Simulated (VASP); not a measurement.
A run of VASP 6.6.1 is set up as follows.

Contents of POSCAR:

```
S
1.0
    2.3526832939      0.0000000000      0.0000000000
    0.0000000000      2.3526832939      0.0000000000
    0.0000000000      0.0000000000     30.7300000000
S
2
Direct
    0.5000000000      0.5000000000      0.2357550649
    0.5000000000      0.5000000000      0.3499917623
```

File INCAR.step1:

```
SYSTEM = S
PREC = Accurate ; ENCUT = 520
EDIFF = 1E-6 ; ISMEAR = 0
SIGMA = 0.1 ; LREAL = .FALSE.
LASPH = .TRUE. ; NELM = 80
ALGO = Normal ; ISIF = 2
LWAVE = .FALSE. ; LCHARG = .TRUE.
LDIPOL = .TRUE. ; IDIPOL = 3
DIPOL = 0.5 0.5 0.293 ; GGA = PE
IVDW = 12 ; NBANDS = 13
```

File KPOINTS.step1:

```
regular mesh
0
G
  24 24 1
  0 0 0
```

Contents of INCAR.step2:

```
SYSTEM = S
PREC = Accurate ; ENCUT = 520
EDIFF = 1E-6 ; ISMEAR = -5
SIGMA = 0.1 ; LREAL = .FALSE.
LASPH = .TRUE. ; NELM = 80
ALGO = Normal ; ISIF = 2
LWAVE = .FALSE. ; LCHARG = .FALSE.
LDIPOL = .TRUE. ; IDIPOL = 3
DIPOL = 0.5 0.5 0.293 ; GGA = PE
IVDW = 12 ; LORBIT = 11
NBANDS = 13 ; NEDOS = 2001
ICHARG = 11
```

File KPOINTS.step2:

```
regular mesh
0
G
  36 36 1
  0 0 0
```

Potentials or basis: VASP PAW PBE potentials, release 64 (S).

Command:

```sh
$ cat potpaw_PBE.64/S/POTCAR > POTCAR
$ cp INCAR.step1 INCAR
$ cp KPOINTS.step1 KPOINTS
$ mpirun -np 1 vasp_std > vasp.out
$ cp INCAR.step2 INCAR
$ cp KPOINTS.step2 KPOINTS
$ mpirun -np 1 vasp_std > vasp.out
```

(1) What does it give for the dispersion energy per atom?

## Answers

(1) -0.226 eV.
